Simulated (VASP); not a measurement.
Here is a VASP 6.6.1 calculation.

File INCAR:

```
SYSTEM = GaF
PREC = Accurate
ENCUT = 600
EDIFF = 1E-6
ISMEAR = -1
SIGMA = 0.05
LREAL = .FALSE.
LASPH = .TRUE.
NELM = 60
ALGO = Normal
ISIF = 3
LWAVE = .FALSE.
LCHARG = .FALSE.
GGA = PE
IBRION = 2
NSW = 60
EDIFFG = -0.01
PSTRESS = 50.0
```

KPOINTS

```
regular mesh
0
G
  8 8 8
  0 0 0
```

POSCAR

```
GaF
1.0
    0.0000000000      2.8462400000      2.8462400000
    2.8462400000      0.0000000000      2.8462400000
    2.8462400000      2.8462400000      0.0000000000
Ga F
1 1
Direct
    0.2500000000      0.2500000000      0.2500000000
    0.0000000000      0.0000000000      0.0000000000
```

Potentials or basis: VASP PAW PBE potentials, release 64 (Ga_d, F).

The run is started by

```sh
$ cat potpaw_PBE.64/Ga_d/POTCAR potpaw_PBE.64/F/POTCAR > POTCAR
$ mpirun -np 1 vasp_std > vasp.out
```

Problem. Estimate the relaxed cell.

Solution. a = 3.834 Å, b = 3.834 Å, c = 3.834 Å, α = 60.00°, β = 60.00°, γ = 60.00°.

Problem. What does it give for the band gap on the k mesh?

Solution. 1.62 eV, indirect (the least direct gap lies 2.4 meV higher).

Problem. Predict the space group after relaxing (to 0.05 Å).

Solution. F-43m (No. 216).

Problem. What does it give for the relaxed volume?

Solution. 19.93 Å³/atom.

The path:
```
step  energy change (eV)  largest force (eV/Å)  pressure (GPa)  volume (Å³)
   1              0.0000                0.0000           -0.15        46.12
   2              0.0434                0.0000            3.40        41.34
   3              0.0794                0.0000            4.82        39.95
   4              0.0845                0.0000            5.15        39.79
   5              0.0810                0.0000            4.92        39.90
   6              0.0824                0.0000            5.03        39.85
```

Caveat: the cell is relaxed towards a set pressure, so the enthalpy falls and the energy may rise. A k mesh can miss the band edges.
